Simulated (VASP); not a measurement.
The system is Ge.

```
CELL_PARAMETERS angstrom
0.00000 2.88574 5.11566
2.63050 0.00000 5.11566
2.63050 2.88574 0.00000
ATOMIC_POSITIONS crystal
Ge 0.72649 0.27351 0.72649
Ge 0.27351 0.72649 0.27351
Ge 0.21813 0.21813 0.78187
Ge 0.78187 0.78187 0.21813
```

Base run:

| Quantity | Value |
| --- | --- |
| Program | VASP 6.6.1 |
| Functional | PBEsol |
| Potentials or basis | VASP PAW PBE potentials, release 64 (Ge_d) |
| Cutoff | 520 eV |
| k mesh | 7 × 7 × 7 |
| Occupations | fermi-dirac, width 0.05 eV |
| Spin | no spin polarisation |

Its results: band gap on the k mesh zero (band 28 reaches 7.22 eV, above the bottom of band 29 at 4.51 eV); pressure -3.7 GPa; largest force 0.042 eV/Å.

Question: The run is repeated on the same cell with these changes: functional from PBEsol to PBE-based screened hybrid; k mesh from 7 × 7 × 7 to 4 × 4 × 4. What comes out?

Answer: Band gap on the k mesh zero (band 28 reaches 7.10 eV, above the bottom of band 29 at 3.73 eV); pressure -5.7 GPa; largest force 0.339 eV/Å.

Several settings changed at once, so the effect can't be laid on one alone.

Caveats: some runs use coarse meshes; the PAW data sets were made with another functional, which shifts forces and pressure a little.
